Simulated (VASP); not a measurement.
The system is TiC.

```
Ti C
1.0
     0.00000    2.12151    2.12151
     2.12151    0.00000    2.12151
     2.12151    2.12151    0.00000
Ti C
1 1
Cartesian
  0.0000 0.0000 0.0000
  2.1215 2.1215 2.1215
```

Base run:

* Program: VASP 6.6.1
* Functional: r2SCAN
* Potentials or basis: VASP PAW PBE potentials, release 64 (Ti_sv, C)
* Cutoff: 520 eV
* k mesh: 11 × 11 × 11
* Occupations: fermi-dirac, width 0.05 eV
* Spin: no spin polarisation

Its results: band gap on the k mesh zero (band 8 reaches 11.12 eV, above the bottom of band 9 at 9.76 eV); pressure 18.6 GPa.

Problem. After a change of settings the same cell gave: band gap on the k mesh zero (band 8 reaches 10.73 eV, above the bottom of band 9 at 9.63 eV); pressure 10.2 GPa. Which change was it?
A. functional from r2SCAN to PBEsol
B. functional from r2SCAN to BLYP
C. further incar settings from ALGO = Normal; EDIFF = 1e-06; NBANDS = 15 to ALGO = Normal; EDIFF = 1e-07; NBANDS = 15; dispersion from none to D4
D. functional from r2SCAN to LDA; potentials or basis from VASP PAW PBE potentials, release 64 (Ti_sv, C) to VASP PAW LDA potentials, release 64 (Ti_sv, C)

Solution. A.

Caveats: the PAW data sets were made with another functional, which shifts forces and pressure a little.
